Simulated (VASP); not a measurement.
Set up this calculation in VASP 6.6.1, as the native input.

```yaml
Task: single point
Functional: PBE
Potentials_or_basis: VASP PAW PBE potentials, release 64 (Na_pv, H)
Cutoff: 520 eV
k_mesh: 10 × 10 × 10
Occupations: fermi-dirac, width 0.02 eV
Spin: no spin polarisation
Dipole_correction: no
Further_INCAR_settings: ALGO = Normal; EDIFF = 1e-07; NBANDS = 11
```

The structure of NaH lies in POSCAR:

```
NaH
1.0
    0.0000000000      2.6096546508      2.6096546508
    2.6096546508      0.0000000000      2.6096546508
    2.6096546508      2.6096546508      0.0000000000
Na H
1 1
Direct
    0.0000000000      0.0000000000      0.0000000000
    0.2500000000      0.2500000000      0.2500000000
```

These files were run (other wordings do the same):

INCAR

```
ALGO = Normal ; EDIFF = 1E-7
ENCUT = 520 ; GGA = PE
ISIF = 2 ; ISMEAR = -1
LASPH = True ; LCHARG = True
LELF = True ; LREAL = False
LVHAR = True ; LWAVE = False
NBANDS = 11 ; NELM = 80
PREC = Accurate ; SIGMA = 0.02
```

KPOINTS

```
k-points
0
Gamma
  10 10 10
```

Potentials or basis: VASP PAW PBE potentials, release 64 (Na_pv, H).

Run with:

```sh
$ cat potpaw_PBE.64/Na_pv/POTCAR potpaw_PBE.64/H/POTCAR > POTCAR
$ mpirun -np 1 vasp_std > vasp.out
```

Results of the run:

```
Pressure               : 0.0 GPa
Band gap on the k mesh : 3.61 eV (least direct gap 4.30 eV)
```

Caveat: the structure was generated, so it needn't be the stable form of NaH.

Run time: 30 s on 1 thread of Intel Xeon 8259CL (shared host), peak memory 0.16 GiB.
